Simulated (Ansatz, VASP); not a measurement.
# AlN: VASP beside Ansatz

```
Al N
1.0
     3.11000    0.00000    0.00000
    -1.55500    2.69334    0.00000
     0.00000    0.00000    4.98000
Al N
2 2
Direct
  0.33333 0.66667 0.00000
  0.66667 0.33333 0.50000
  0.33333 0.66667 0.37700
  0.66667 0.33333 0.87700
```

Alike in both runs: task relaxation of cell and atoms; functional PBE; k mesh 9 × 9 × 6; occupations gaussian, width 0.02 eV; no spin polarisation.

```csv
,VASP,Ansatz
version,VASP 6.6.1,Ansatz 0.2.0
potentials or method,"VASP PAW PBE potentials, release 64 (Al, N), cutoff 600 eV","scalar-relativistic, plane waves, PAW"
valence electrons in the cell,16,16
```

Ansatz gave:

- gap on the k mesh at the Fermi level, each at its own relaxed structure (eV): 4.03
- relaxed volume (Å³/atom): 10.65
- relaxed cell length with the largest relative difference (Å): 3.130

Problem. Which values does VASP return?

Solution. gap on the k mesh at the Fermi level, each at its own relaxed structure (eV): 4.06; relaxed volume (Å³/atom): 10.62; relaxed cell length with the largest relative difference (Å): 3.128.
